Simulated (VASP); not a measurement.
Here is a VASP 6.6.1 calculation.

Contents of INCAR:

```
ALGO = Normal ; EDIFF = 1E-7
ENCUT = 520 ; GGA = PE
ISIF = 2 ; ISMEAR = 0
LASPH = T ; LCHARG = T
LELF = T ; LREAL = F
LVHAR = T ; LWAVE = F
NBANDS = 10 ; NELM = 80
PREC = Accurate ; SIGMA = 0.05
```

File KPOINTS:

```
k-points
0
Gamma
  9 9 6
```

POSCAR

```
H
1.0
    3.6481239015      0.0000000000      0.0000000000
   -1.8240619507      3.1593679748      0.0000000000
    0.0000000000      0.0000000000      4.7943284725
H
4
Direct
    0.3333333333      0.6666666667      0.1764958800
    0.6666666667      0.3333333333      0.6764958800
    0.6666666667      0.3333333333      0.8235041200
    0.3333333333      0.6666666667      0.3235041200
```

Potentials or basis: VASP PAW PBE potentials, release 64 (H).

Launch:

```console
$ cat potpaw_PBE.64/H/POTCAR > POTCAR
$ mpirun -np 1 vasp_std > vasp.out
```

**Question.** Estimate the pressure.

**Answer.** 2.4 GPa.

**Question.** What does it give for the band gap on the k mesh?

**Answer.** 9.71 eV, direct.

Stress tensor (GPa, compression positive):
```
-0.03  0.00  0.00
 0.00 -0.03  0.00
 0.00  0.00  7.40
```

Caveat: the cell differs from its parent crystal (strain -0.050 along x and y, -0.050 along z); forces of over 1 eV/Å act on the atoms, so gaps and moduli don't describe the material at rest. A k mesh can miss the band edges.
